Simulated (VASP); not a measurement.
Write the native input for VASP 6.6.1 that does the following.

```yaml
Task: single point
Functional: PBE
Potentials_or_basis: VASP PAW PBE potentials, release 64 (In_d)
Cutoff: 520 eV
k_mesh: 16 × 16 × 16
Occupations: fermi-dirac, width 0.1 eV
Spin: no spin polarisation
Dipole_correction: no
Further_INCAR_settings: ALGO = Normal; EDIFF = 1e-06; NBANDS = 12
```

The structure of In lies in POSCAR:

```
In
1.0
   -1.5154764090      1.5154764090      1.5154764090
    1.5154764090     -1.5154764090      1.5154764090
    1.5154764090      1.5154764090     -1.5154764090
In
1
Direct
    0.0000000000      0.0000000000      0.0000000000
```

This cell differs from its parent crystal: volume scaled by 0.5.

These files were run (other wordings do the same):

INCAR

```
SYSTEM = In
  PREC = Accurate
  ENCUT = 520
  EDIFF = 1E-6
  ISMEAR = -1
  SIGMA = 0.1
  LREAL = .False.
  LASPH = .True.
  NELM = 80
  ALGO = Normal
  ISIF = 2
  LWAVE = .False.
  LCHARG = .True.
  GGA = PE
  LELF = .True.
  LVHAR = .True.
  NBANDS = 12
```

KPOINTS

```
regular mesh
0
Gamma
  16 16 16
  0 0 0
```

Potentials or basis: VASP PAW PBE potentials, release 64 (In_d).

The run is started by

```console
$ cat potpaw_PBE.64/In_d/POTCAR > POTCAR
$ mpirun -np 1 vasp_std > vasp.out
```

Results of the run:

```yaml
Pressure: 141.5 GPa
```

Wall time 32 s on 1 thread of Intel Xeon 8259CL (shared host), peak memory 0.14 GiB.
